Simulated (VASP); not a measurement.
Set up this calculation in VASP 6.6.1, as the native input.

| Property | Result |
| --- | --- |
| Task | single point |
| Functional | PBE |
| Potentials or basis | VASP PAW PBE potentials, release 64 (K_sv, F) |
| Cutoff | 520 eV |
| k mesh | 8 × 8 × 8 |
| Occupations | fermi-dirac, width 0.02 eV |
| Spin | no spin polarisation |
| Dipole correction | no |
| Further INCAR settings | ALGO = Normal; EDIFF = 1e-06; NBANDS = 15 |

The structure of KF lies in POSCAR:

```
KF
1.0
    0.0000000000      2.7020357406      2.7020357406
    2.7020357406      0.0000000000      2.7020357406
    2.7020357406      2.7020357406      0.0000000000
K F
1 1
Direct
    0.0000000000      0.0000000000      0.0000000000
    0.5000000000      0.5000000000      0.5000000000
```

This cell differs from its parent crystal: strain +1.6%.

These files were run (other wordings do the same):

INCAR

```
PREC = Accurate
ENCUT = 520
EDIFF = 1E-6
ISMEAR = -1
SIGMA = 0.02
LREAL = F
LASPH = T
NELM = 80
ALGO = Normal
ISIF = 2
LWAVE = F
LCHARG = F
GGA = PE
NBANDS = 15
```

KPOINTS

```
Automatic mesh
0
Gamma
  8 8 8
```

Potentials or basis: VASP PAW PBE potentials, release 64 (K_sv, F).

The run is started by

```console
$ cat potpaw_PBE.64/K_sv/POTCAR potpaw_PBE.64/F/POTCAR > POTCAR
$ mpirun -np 1 vasp_std > vasp.out
```

It gave:

```
Pressure               : 0.3 GPa
Band gap on the k mesh : 5.99 eV
```

Caveat: the cell differs from its parent crystal (strain +1.6%).

Run time: 14 s on 1 thread of Intel(R) Xeon(R) Platinum 8259CL CPU @ 2.50GHz (Skylake/Cascade Lake), with other jobs on the host, peak memory 0.16 GiB.
